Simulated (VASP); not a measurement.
A run of VASP 6.6.1 is set up as follows.

File INCAR:

```
  ALGO = Normal
  EDIFF = 1E-8
  ENCUT = 520
  GGA = PE
  ISIF = 2
  ISMEAR = -1
  LASPH = T
  LCHARG = F
  LEFG = T
  LREAL = F
  LWAVE = F
  NBANDS = 11
  NELM = 60
  PREC = Accurate
  SIGMA = 0.02
```

Contents of KPOINTS:

```
k-points
0
Gamma
  10 10 10
```

The input POSCAR:

```
AlN
1.0
    0.0395600000      1.9977800000      1.9977800000
    1.9977800000      0.0395600000      1.9977800000
    1.9977800000      1.9977800000      0.0395600000
Al N
1 1
Direct
    0.0000000000      0.0000000000      0.0000000000
    0.5000000000      0.5000000000      0.5000000000
```

Potentials or basis: VASP PAW PBE potentials, release 64 (Al, N).

Launch:

```sh
$ cat potpaw_PBE.64/Al/POTCAR potpaw_PBE.64/N/POTCAR > POTCAR
$ mpirun -np 1 vasp_std > vasp.out
```

Task: Estimate the pressure.

Result: 25.4 GPa.

Task: Predict the band gap on the k mesh.

Result: 4.73 eV, indirect (least direct gap 6.44 eV).

Stress tensor (GPa, compression positive):
```
25.40 -7.07 -7.07
-7.07 25.40 -7.07
-7.07 -7.07 25.40
```

Caveat: the cell differs from its parent crystal (equal xy, yz and zx shear strains of +2 %); without QUAD_EFG the Cq values of the log hold for a quadrupole moment of 1 mb, not for the nuclei. A k mesh can miss the band edges.
